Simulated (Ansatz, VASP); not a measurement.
Se in VASP and in Ansatz

```
CELL_PARAMETERS angstrom
4.36620 0.00000 0.00000
-2.18310 3.78124 0.00000
0.00000 0.00000 4.95360
ATOMIC_POSITIONS crystal
Se 0.77460 0.77460 0.00000
Se 0.00000 0.22540 0.66667
Se 0.22540 0.00000 0.33333
```

Alike in both runs: task relaxation of cell and atoms; functional PBE; dispersion D3(BJ); k mesh 7 × 7 × 6; occupations fermi-dirac, width 0.05 eV; no spin polarisation.

|  | VASP | Ansatz |
| --- | --- | --- |
| version | VASP 6.6.1 | Ansatz 0.2.0 |
| potentials or method | VASP PAW PBE potentials, release 64 (Se) | Ansatz PAW |
| plane-wave cutoff (eV) | 600 | 420 |
| valence electrons in the cell | 18 | 48 |

Ansatz gave:

| Item | Value |
| --- | --- |
| gap on the k mesh at the Fermi level, each at its own relaxed structure (eV) | 0.93 |
| relaxed volume (Å³/atom) | 24.46 |
| relaxed cell length with the largest relative difference (Å) | 5.132 |

Question: Which values does VASP return?

Answer: gap on the k mesh at the Fermi level, each at its own relaxed structure (eV): 0.92; relaxed volume (Å³/atom): 24.48; relaxed cell length with the largest relative difference (Å): 5.136.

VASP's potentials hold 18 valence electrons a cell and Ansatz's 48, so a difference there can come from the potentials and not from the codes.

Noted on Ansatz's run: odd divisions of the mesh miss points on the zone boundary, where band edges often lie, so the gap on the mesh can be too wide; the plane-wave basis is chosen anew once the cell has moved, so the energies of steps on either side of that aren't comparable.
